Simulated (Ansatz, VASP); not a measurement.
# KCl: VASP beside Ansatz

POSCAR

```
KCl
1.0
    0.0000000000      3.1448483221      3.1448483221
    3.1448483221      0.0000000000      3.1448483221
    3.1448483221      3.1448483221      0.0000000000
K Cl
1 1
Direct
    0.0000000000      0.0000000000      0.0000000000
    0.5000000000      0.5000000000      0.5000000000
```

The input INCAR.step1:

```
SYSTEM = KCl
PREC = Accurate ; ENCUT = 520
ISMEAR = 0 ; SIGMA = 0.01
LREAL = .FALSE. ; LASPH = .TRUE.
NELM = 100 ; NBANDS = 15
GGA = PE ; ALGO = Normal
EDIFF = 1E-4 ; LWAVE = .TRUE.
LCHARG = .FALSE.
```

Contents of INCAR.step2:

```
SYSTEM = KCl
PREC = Accurate ; ENCUT = 520
EDIFF = 1E-7 ; ISMEAR = 0
SIGMA = 0.01 ; LREAL = .FALSE.
LASPH = .TRUE. ; NELM = 100
ALGO = Normal ; ISIF = 2
LWAVE = .FALSE. ; LCHARG = .FALSE.
METAGGA = R2SCAN ; LMIXTAU = .TRUE.
NBANDS = 15 ; ISTART = 1
```

Contents of KPOINTS:

```
Automatic mesh
0
G
  5 5 5
  0 0 0
```

Input for Ansatz:

```yaml
crystal:
  lattice:
    - [0.0, 3.1448483221, 3.1448483221]
    - [3.1448483221, 0.0, 3.1448483221]
    - [3.1448483221, 3.1448483221, 0.0]
  atoms:
    - { symbol: K, position: [0.0, 0.0, 0.0] }
    - { symbol: Cl, position: [0.5, 0.5, 0.5] }
kpoints:
  mp_grid: { grid: [5, 5, 5] }
hamiltonian:
  xc: r2scan
scf:
  occupations: { method: fixed }
  n_extra_bands: 4
output:
  forces: true
  stress: true
  eigenvalues: true
```

Alike in both runs: task single point; functional r2SCAN; k mesh 5 × 5 × 5; no spin polarisation.

|  | VASP | Ansatz |
| --- | --- | --- |
| version | VASP 6.6.1 | Ansatz 0.2.0 |
| potentials or method | VASP PAW PBE potentials, release 64 (K_sv, Cl) | plane waves |
| plane-wave cutoff (eV) | 520 | 500 |
| occupations | gaussian, width 0.01 eV | fixed |
| valence electrons in the cell | 16 | 16 |

```tsv
	VASP	Ansatz	Ansatz less VASP
gap on the k mesh at the Fermi level (eV)	5.84	5.83	-0.004
pressure (GPa)	0.0	0.0	+0.03
```

VASP's potentials were made for PBE, not for r2SCAN.
